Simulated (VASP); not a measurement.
A run of VASP 6.6.1 is set up as follows.

Contents of INCAR:

```
SYSTEM = LiF
ALGO = Normal
EDIFF = 1E-6
ENCUT = 520
GGA = PE
ISIF = 2
ISMEAR = 0
LASPH = .True.
LCHARG = .False.
LREAL = .False.
LWAVE = .False.
NBANDS = 18
NELM = 80
PREC = Accurate
SIGMA = 0.05
```

KPOINTS

```
k-points
0
Gamma
  9 9 6
  0 0 0
```

POSCAR

```
LiF
1.0
    3.1040325418      0.0000000000      0.0000000000
   -1.5520162709      2.6881710354      0.0000000000
    0.0000000000      0.0000000000      5.1700766017
Li F
2 2
Direct
    0.3333333333      0.6666666667      0.3810713234
    0.6666666667      0.3333333333      0.8810713234
    0.3333333333      0.6666666667      0.9939266766
    0.6666666667      0.3333333333      0.4939266766
```

Potentials or basis: VASP PAW PBE potentials, release 64 (Li_sv, F).

The run is started by

```console
$ cat potpaw_PBE.64/Li_sv/POTCAR potpaw_PBE.64/F/POTCAR > POTCAR
$ mpirun -np 1 vasp_std > vasp.out
```

Question: Predict the largest force.

Answer: 0.126 eV/Å.

Question: Predict the band gap on the k mesh.

Answer: 7.44 eV, direct.

Forces on the atoms (eV/Å):
```
Li   0.000  0.000 -0.126
Li   0.000  0.000 -0.126
F    0.000  0.000  0.126
F    0.000  0.000  0.126
```

 A k mesh can miss the band edges.
